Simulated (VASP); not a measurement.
# Hf3As4 (P-43m) in VASP: a series of runs

Hf3As4 is run at these levels: PBE; tasks: single point, relaxation of cell and atoms.

Program: VASP 6.6.1. These are calculated values, not measurements. Logs are shortened: lines on timing, memory, paths and dates and some standing lists are left out, and cuts for length are marked.

## (1) The cell of the first run

Symmetry: P-43m, No. 215, cubic system. The conventional cell has a = 5.864 Å, b = 5.864 Å, c = 5.864 Å, α = 90.00°, β = 90.00°, γ = 90.00°. Hf (site symmetry -42m) has 4 As at 2.60 Å within 3.4 Å. As (site symmetry 3m) has 3 Hf at 2.60 Å within 3.4 Å.

The cell was built from a structure type or drawn by symmetry, and may not be a known phase.

## (2) Single point, PBE

INCAR reads:

```
SYSTEM = Hf3As4
ALGO     = Normal         ! electronic algorithm
EDIFF    = 1E-6           ! SCF threshold, eV
ENCUT    = 520            ! plane-wave cutoff, eV
GGA      = PE             ! functional
ISIF     = 2              ! what is computed and relaxed
ISMEAR   = 0              ! smearing method
LASPH    = .TRUE.         ! aspherical terms in the spheres
LCHARG   = .TRUE.         ! write CHGCAR
LELF     = .TRUE.         ! ELF
LREAL    = .FALSE.        ! projectors in reciprocal space
LVHAR    = .TRUE.       
LWAVE    = .FALSE.        ! write WAVECAR
NBANDS   = 34             ! bands
NELM     = 60             ! most SCF steps
PREC     = Accurate       ! precision mode
SIGMA    = 0.1            ! smearing width, eV
```

KPOINTS reads:

```
k-points
0
G
  4 4 4
  0 0 0
```

POSCAR reads:

```
Hf3As4
1.0
    5.8636031430      0.0000000000      0.0000000000
    0.0000000000      5.8636031430      0.0000000000
    0.0000000000      0.0000000000      5.8636031430
Hf As
3 4
Direct
    0.0000000000      0.0000000000      0.5000000000
    0.5000000000      0.0000000000      0.0000000000
    0.0000000000      0.5000000000      0.0000000000
    0.2664796547      0.7335203453      0.2664796547
    0.7335203453      0.2664796547      0.2664796547
    0.2664796547      0.2664796547      0.7335203453
    0.7335203453      0.7335203453      0.7335203453
```

Potentials or basis: VASP PAW PBE potentials, release 64 (Hf_pv, As).

Started as:

```
> cat potpaw_PBE.64/Hf_pv/POTCAR potpaw_PBE.64/As/POTCAR > POTCAR
> mpirun -np 1 vasp_std > vasp.out
```

OUTCAR:

```text
SYSTEM = Hf3As4
   EDIFF = 1E-6
   ENCUT = 520
   GGA = PE
   ISIF = 2
   ISMEAR = 0
   LASPH = .TRUE.
   LREAL = .FALSE.
   NELM = 60
   PREC = Accurate

 ion  position               nearest neighbor table
   1  0.000  0.000  0.500-   4 2.60   5 2.60   6 2.60   7 2.60
   2  0.500  0.000  0.000-   4 2.60   5 2.60   6 2.60   7 2.60
   3  0.000  0.500  0.000-   4 2.60   5 2.60   6 2.60   7 2.60
   4  0.266  0.734  0.266-   1 2.60   2 2.60   3 2.60
   5  0.734  0.266  0.266-   1 2.60   2 2.60   3 2.60
   6  0.266  0.266  0.734-   1 2.60   2 2.60   3 2.60
   7  0.734  0.734  0.734-   1 2.60   2 2.60   3 2.60

  LATTYP: Found a simple cubic cell.
 ALAT       =     5.8636031430

  Lattice vectors:

 A1 = (   5.8636031430,   0.0000000000,   0.0000000000)
 A2 = (   0.0000000000,   5.8636031430,   0.0000000000)
 A3 = (   0.0000000000,   0.0000000000,   5.8636031430)

Analysis of symmetry for initial positions (statically):
=====================================================================
 Subroutine PRICEL returns:
 Original cell was already a primitive cell.

 Routine SETGRP: Setting up the symmetry group for a
 simple cubic supercell.

 Subroutine GETGRP returns: Found 24 space group operations
 (whereof 24 operations were pure point group operations)
 out of a pool of 48 trial point group operations.

The static configuration has the point symmetry T_d .

Analysis of symmetry for dynamics (positions and initial velocities):
=====================================================================
 Subroutine PRICEL returns:
 Original cell was already a primitive cell.

 Routine SETGRP: Setting up the symmetry group for a
 simple cubic supercell.

 Subroutine GETGRP returns: Found 24 space group operations
 (whereof 24 operations were pure point group operations)
 out of a pool of 48 trial point group operations.

The dynamic configuration has the point symmetry T_d .

 Subroutine INISYM returns: Found 24 space group operations
 (whereof 24 operations are pure point group operations),
 and found     1 'primitive' translations

----------------------------------------------------------------------------------------

                                     Primitive cell

  volume of cell :     201.6015

  direct lattice vectors                    reciprocal lattice vectors
     5.863603143  0.000000000  0.000000000     0.170543602  0.000000000  0.000000000
     0.000000000  5.863603143  0.000000000     0.000000000  0.170543602  0.000000000
     0.000000000  0.000000000  5.863603143     0.000000000  0.000000000  0.170543602

  length of vectors
     5.863603143  5.863603143  5.863603143     0.170543602  0.170543602  0.170543602

  position of ions in fractional coordinates (direct lattice)
     0.000000000  0.000000000  0.500000000
     0.500000000  0.000000000  0.000000000
     0.000000000  0.500000000  0.000000000
     0.266479655  0.733520345  0.266479655
     0.733520345  0.266479655  0.266479655
     0.266479655  0.266479655  0.733520345
     0.733520345  0.733520345  0.733520345

  ion indices of the primitive-cell ions
   primitive index   ion index
                 1           1
                 2           2
                 3           3
                 4           4
                 5           5
                 6           6
                 7           7

----------------------------------------------------------------------------------------

 KPOINTS: k-points

Automatic generation of k-mesh.
 Grid dimensions read from file:
 generate k-points for:    4    4    4

 Generating k-lattice:

  Cartesian coordinates                     Fractional coordinates (reciprocal lattice)
     0.042635900  0.000000000  0.000000000     0.250000000  0.000000000  0.000000000
     0.000000000  0.042635900  0.000000000     0.000000000  0.250000000  0.000000000
     0.000000000  0.000000000  0.042635900     0.000000000  0.000000000  0.250000000

  Length of vectors
     0.042635900  0.042635900  0.042635900

  Shift w.r.t. Gamma in fractional coordinates (k-lattice)
     0.000000000  0.000000000  0.000000000

 Subroutine IBZKPT returns following result:
 ===========================================

 Found     10 irreducible k-points:

 Following reciprocal coordinates:
            Coordinates               Weight
  0.000000  0.000000  0.000000      1.000000
  0.250000  0.000000  0.000000      6.000000
  0.500000  0.000000  0.000000      3.000000
  0.250000  0.250000  0.000000     12.000000
  0.500000  0.250000  0.000000     12.000000
  0.500000  0.500000  0.000000      3.000000
  0.250000  0.250000  0.250000      8.000000
  0.500000  0.250000  0.250000     12.000000
  0.500000  0.500000  0.250000      6.000000
  0.500000  0.500000  0.500000      1.000000
   k-points           NKPTS =     10   k-points in BZ     NKDIM =     10   number of bands    NBANDS=     34
   number of dos      NEDOS =    301   number of ions     NIONS =      7
   total plane-waves  NPLWV = 110592
   dimension x,y,z NGX =    48 NGY =   48 NGZ =   48
   dimension x,y,z NGXF=    96 NGYF=   96 NGZF=   96
   ions per type =               3   4
   NGX,Y,Z   is equivalent  to a cutoff of  13.61, 13.61, 13.61 a.u.
   NGXF,Y,Z  is equivalent  to a cutoff of  27.22, 27.22, 27.22 a.u.
 SYSTEM =  Hf3As4
   PREC   = accura    normal or accurate (medium, high low for compatibility)
   ISTART =      0    job   : 0-new  1-cont  2-samecut
   ICHARG =      2    charge: 1-file 2-atom 10-const
   ISPIN  =      1    spin polarized calculation?
   LNONCOLLINEAR =      F non collinear calculations
   LSORBIT =      F    spin-orbit coupling
   LASPH  =      T    aspherical Exc in radial PAW
   ENCUT  =  520.0 eV  38.22 Ry    6.18 a.u.  10.90 10.90 10.90*2*pi/ulx,y,z
   NELM   =     60;   NELMIN=  2; NELMDL= -5     # of ELM steps
   EDIFF  = 0.1E-05   stopping-criterion for ELM
   LREAL  =      F    real-space projection
   EDIFFG = 0.1E-04   stopping-criterion for IOM
   NSW    =      0    number of steps for IOM
   IBRION =     -1    ionic relax: 0-MD 1-quasi-New 2-CG
   NFREE  =      0    steps in history (QN), initial steepest desc. (CG)
   ISIF   =      2    stress and relaxation
   ISYM   =      2    0-nonsym 1-usesym 2-fastsym
   POTIM  = 0.5000    time-step for ionic-motion
   TEBEG  =    0.0;   TEEND  =   0.0 temperature during run
   PSTRESS=    0.0 pullay stress
   NELECT =      50.0000    total number of electrons
   NUPDOWN=      -1.0000    fix difference up-down
   EMIN   =  10.00;   EMAX   =-10.00  energy-range for DOS
   EFERMI =   0.00;   METHOD = LEGACY
   ISMEAR =     0;   SIGMA  =   0.10  broadening in eV -4-tet -1-fermi 0-gaus
   EFERMI_NEDOS =   21; number of points for ismear=-14 and -15
   IALGO  =     38    algorithm
   IMIX   =      4    mixing-type and parameters
     AMIX     =   0.40;   BMIX     =  1.00
     AMIX_MAG =   1.60;   BMIX_MAG =  1.00
  volume/ion in A,a.u.               =      28.80       194.35
  Fermi-wavevector in a.u.,A,eV,Ry     =   1.028569  1.943714 14.394352  1.057955
  Thomas-Fermi vector in A             =   2.162573
   LORBIT       =      0    0 simple, 1 ext, 2 COOP (PROOUT), +10 PAW based schemes
   GGA     = PE    functional components
   LHFCALC =     F    Hartree Fock is set to
   AEXX    =    0.0000 exact exchange contribution
   IVDW    =     0    specifies the selected vdW correction
   LEPSILON=     F    determine dielectric tensor
   LRPA    =     F    only Hartree local field effects (RPA)
 non-spin polarized calculation
 Gauss-broadening in eV      SIGMA  =   0.10
  energy-cutoff  :      520.00
  volume of cell :      201.60
 maximum number of plane-waves:      5520
 NGX is ok and might be reduce to    48
   NGX = 21   NGY = 21   NGZ = 21

 number of electron      50.0000012 magnetization

 Free energy of the ion-electron system (eV)
  ---------------------------------------------------
  ext. energy  EPLUGINS =         0.00000000
  ---------------------------------------------------
  free energy    TOTEN  =       -50.52444919 eV

  energy without entropy =      -50.52444919  energy(sigma->0) =      -50.52444919

 E-fermi :   2.2317     XC(G=0):  -9.0717

 val. band max:        1.7420907705   @ k =   0.2500   0.2500   0.0000
 cond. band min:       2.7958865475   @ k =   0.2500   0.0000   0.0000
 fundamental gap:      1.0537957770
 Fermi energy:         2.2316939777

 k-point     1 :       0.0000    0.0000    0.0000
  band No.  band energies     occupation
      1     -28.8630      2.00000
      2     -28.8630      2.00000
      3     -28.8630      2.00000
      4     -28.8486      2.00000
      5     -28.8486      2.00000
      6     -28.8486      2.00000
[... 26 lines left out ...]
     33       4.7337      0.00000
     34       5.1202      0.00000

 k-point     2 :       0.2500    0.0000    0.0000
  band No.  band energies     occupation
      1     -28.8615      2.00000
      2     -28.8615      2.00000
      3     -28.8604      2.00000
      4     -28.8489      2.00000
      5     -28.8489      2.00000
      6     -28.8487      2.00000
[... 26 lines left out ...]
     33       4.8328      0.00000
     34       5.6079      0.00000

 k-point     3 :       0.5000    0.0000    0.0000
  band No.  band energies     occupation
      1     -28.8600      2.00000
      2     -28.8600      2.00000
      3     -28.8577      2.00000
      4     -28.8492      2.00000
      5     -28.8492      2.00000
      6     -28.8488      2.00000
[... 26 lines left out ...]
     33       5.3620      0.00000
     34       5.9755      0.00000
[... 186 lines left out ...]
 k-point     9 :       0.5000    0.5000    0.2500
  band No.  band energies     occupation
      1     -28.8707      2.00000
      2     -28.8658      2.00000
      3     -28.8658      2.00000
      4     -28.8405      2.00000
      5     -28.8405      2.00000
      6     -28.8358      2.00000
[... 26 lines left out ...]
     33       5.3231      0.00000
     34       5.4026      0.00000

 k-point    10 :       0.5000    0.5000    0.5000
  band No.  band energies     occupation
      1     -28.8705      2.00000
      2     -28.8705      2.00000
      3     -28.8705      2.00000
      4     -28.8358      2.00000
      5     -28.8358      2.00000
      6     -28.8358      2.00000
[... 26 lines left out ...]
     33       5.5530      0.00000
     34       5.5530      0.00000

------------------------ aborting loop because EDIFF is reached ----------------------------------------

  FORCE on cell =-STRESS in cart. coord.  units (eV):
  Direction    XX          YY          ZZ          XY          YZ          ZX
  --------------------------------------------------------------------------------------
  -------------------------------------------------------------------------------------
  Total       -0.3420098     -0.3420098     -0.3420098      0.0000000     -0.0000000      0.0000000
  in kB       -2.7180372     -2.7180372     -2.7180372      0.0000000     -0.0000000      0.0000000
  external PRESSURE =      -2.7180372 kB  Pullay stress =       0.0000000 kB

 VOLUME and BASIS-vectors are now :
 -----------------------------------------------------------------------------
  energy-cutoff  :      520.00
  volume of cell :      201.60
      direct lattice vectors                 reciprocal lattice vectors
     5.863603143  0.000000000  0.000000000     0.170543602  0.000000000  0.000000000
     0.000000000  5.863603143  0.000000000     0.000000000  0.170543602  0.000000000
     0.000000000  0.000000000  5.863603143     0.000000000  0.000000000  0.170543602

 POSITION                                       TOTAL-FORCE (eV/Angst)
 -----------------------------------------------------------------------------------
      0.00000      0.00000      2.93180         0.000000      0.000000      0.000000
      2.93180      0.00000      0.00000         0.000000     -0.000000     -0.000000
      0.00000      2.93180      0.00000         0.000000     -0.000000     -0.000000
      1.56253      4.30107      1.56253        -0.032403      0.032403     -0.032403
      4.30107      1.56253      1.56253         0.032403     -0.032403     -0.032403
      1.56253      1.56253      4.30107        -0.032403     -0.032403      0.032403
      4.30107      4.30107      4.30107         0.032403      0.032403      0.032403
 -----------------------------------------------------------------------------------
    total drift:                                0.000000      0.000000     -0.000000

  FREE ENERGIE OF THE ION-ELECTRON SYSTEM (eV)
  ---------------------------------------------------
  free  energy   TOTEN  =       -50.5244491937 eV

  energy  without entropy=      -50.5244491937  energy(sigma->0) =      -50.52444919
```

Run time: 2.5 min. Hardware: 1 thread of Intel Xeon 8259CL, shared host; peak memory 0.34 GiB.

Results:

* Free energy: -50.5244 eV
* Pressure: -0.3 GPa
* Largest force: 0.056 eV/Å
* Band gap on the k mesh: 1.05 eV (least direct gap 1.12 eV)

Forces in eV/Å, atoms in the order of the input:
```
Hf   0.000  0.000  0.000
Hf   0.000  0.000  0.000
Hf   0.000  0.000  0.000
As  -0.032  0.032 -0.032
As   0.032 -0.032 -0.032
As  -0.032 -0.032  0.032
As   0.032  0.032  0.032
```

Caveat: spin-orbit coupling is left out, which moves the levels of the heavy elements. A k mesh can miss the band edges.

## (3) Relaxation of cell and atoms, PBE

This run uses another cell than the first one, of 24.19 Å³/atom.

INCAR reads:

```
  ALGO = Normal
  EDIFF = 1E-6
  EDIFFG = -0.04
  ENCUT = 600
  GGA = PE
  IBRION = 2
  ISIF = 3
  ISMEAR = 0
  LASPH = True
  LCHARG = False
  LREAL = False
  LWAVE = False
  NELM = 100
  NSW = 90
  PREC = Accurate
  SIGMA = 0.1
```

KPOINTS reads:

```
k-points
0
Gamma
  4 4 4
```

POSCAR reads:

```
Hf3As4
1.0
    5.5322063800      0.0000000000      0.0000000000
    0.0000000000      5.5322063800      0.0000000000
    0.0000000000      0.0000000000      5.5322063800
Hf As
3 4
Direct
    0.0000000000      0.0000000000      0.5000000000
    0.5000000000      0.0000000000      0.0000000000
    0.0000000000      0.5000000000      0.0000000000
    0.2842946100      0.7157053900      0.2842946100
    0.7157053900      0.2842946100      0.2842946100
    0.2842946100      0.2842946100      0.7157053900
    0.7157053900      0.7157053900      0.7157053900
```

Potentials or basis: VASP PAW PBE potentials, release 64 (Hf_pv, As).

Started as:

```
> cat potpaw_PBE.64/Hf_pv/POTCAR potpaw_PBE.64/As/POTCAR > POTCAR
> mpirun -np 1 vasp_std > vasp.out
```

OUTCAR:

```text
EDIFF = 1E-6
   EDIFFG = -0.04
   ENCUT = 600
   GGA = PE
   IBRION = 2
   ISIF = 3
   ISMEAR = 0
   LASPH = True
   LREAL = False
   NELM = 100
   NSW = 90
   PREC = Accurate

 ion  position               nearest neighbor table
   1  0.000  0.000  0.500-   4 2.52   5 2.52   6 2.52   7 2.52
   2  0.500  0.000  0.000-   4 2.52   5 2.52   6 2.52   7 2.52
   3  0.000  0.500  0.000-   4 2.52   5 2.52   6 2.52   7 2.52
   4  0.284  0.716  0.284-   1 2.52   2 2.52   3 2.52
   5  0.716  0.284  0.284-   1 2.52   2 2.52   3 2.52
   6  0.284  0.284  0.716-   1 2.52   2 2.52   3 2.52
   7  0.716  0.716  0.716-   1 2.52   2 2.52   3 2.52

  LATTYP: Found a simple cubic cell.
 ALAT       =     5.5322063800

  Lattice vectors:

[... 181 lines left out ...]
  --------------------------------------------------------------------------------------
  -------------------------------------------------------------------------------------
  Total       10.0813574     10.0813574     10.0813574     -0.0000000     -0.0000000     -0.0000000
  in kB       95.3969466     95.3969466     95.3969466     -0.0000000     -0.0000000     -0.0000000
  external PRESSURE =      95.3969466 kB  Pullay stress =       0.0000000 kB
[... 274 lines left out ...]
--------------------------------------- Ionic step        8  -------------------------------------------

 number of electron      50.0000010 magnetization

 Free energy of the ion-electron system (eV)
  ---------------------------------------------------
  ext. energy  EPLUGINS =         0.00000000
  ---------------------------------------------------
  free energy    TOTEN  =       -50.52379031 eV

  energy without entropy =      -50.52379031  energy(sigma->0) =      -50.52379031

 E-fermi :   2.1621     XC(G=0):  -9.0490

 val. band max:        1.7237120329   @ k =   0.0000   0.0000   0.0000
 cond. band min:       2.7709372638   @ k =   0.2500   0.0000   0.0000
 fundamental gap:      1.0472252309
 Fermi energy:         2.1621070163

 k-point     1 :       0.0000    0.0000    0.0000
  band No.  band energies     occupation
      1     -28.8848      2.00000
      2     -28.8848      2.00000
      3     -28.8848      2.00000
      4     -28.8708      2.00000
      5     -28.8708      2.00000
      6     -28.8708      2.00000
[... 353 lines left out ...]
  FREE ENERGIE OF THE ION-ELECTRON SYSTEM (eV)
  ---------------------------------------------------
  free  energy   TOTEN  =       -50.5237903133 eV

  energy  without entropy=      -50.5237903133  energy(sigma->0) =      -50.52379031

 reached required accuracy - stopping structural energy minimisation
```

Run time: 12 min. Hardware: 1 thread of Intel Xeon 8259CL, shared host; peak memory 0.37 GiB.

Results:

```
Free energy                           : -50.5238 eV
Relaxed volume                        : 28.88 Å³/atom
Relaxed cell                          : a = 5.869 Å, b = 5.869 Å, c = 5.869 Å, α = 90.00°, β = 90.00°, γ = 90.00°
Space group after relaxing (to 0.1 Å) : P-43m (No. 215)
Energy gained by relaxing             : 101.9 meV/atom
Ionic steps                           : 8
Pressure after relaxing               : 0.1 GPa
Largest force after relaxing          : 0.037 eV/Å
Band gap on the k mesh                : 1.05 eV (least direct gap 1.10 eV)
```

Forces on the atoms (eV/Å):
```
Hf   0.000  0.000  0.000
Hf   0.000  0.000  0.000
Hf   0.000  0.000  0.000
As   0.021 -0.021  0.021
As  -0.021  0.021  0.021
As   0.021  0.021 -0.021
As  -0.021 -0.021 -0.021
```

Step by step:
```
step  energy change (eV)  largest force (eV/Å)  pressure (GPa)  volume (Å³)
   1              0.0000                0.3293            9.54       169.31
   2             -0.0425                1.3430           -6.16       207.12
   3             -0.4878                0.6336            0.05       187.28
   4             -0.4879                0.6173            0.20       186.91
   5             -0.5494                0.5094            0.17       188.80
   6             -0.6704                0.2338            0.12       194.54
   7             -0.6957                0.1376            0.03       206.38
   8             -0.7135                0.0365            0.10       202.17
```

Final structure:
```xyz
7
Lattice="5.8691 0.0000 0.0000 0.0000 5.8691 0.0000 0.0000 0.0000 5.8691" Properties=species:S:1:pos:R:3 pbc="T T T"
Hf    0.0000    0.0000    2.9346
Hf    2.9346    0.0000    0.0000
Hf    0.0000    2.9346    0.0000
As    1.5510    4.3181    1.5510
As    4.3181    1.5510    1.5510
As    1.5510    1.5510    4.3181
As    4.3181    4.3181    4.3181
```

Caveat: the volume moved by over 15 % at a fixed basis, so the end points are rough; spin-orbit coupling is left out, which moves the levels of the heavy elements.
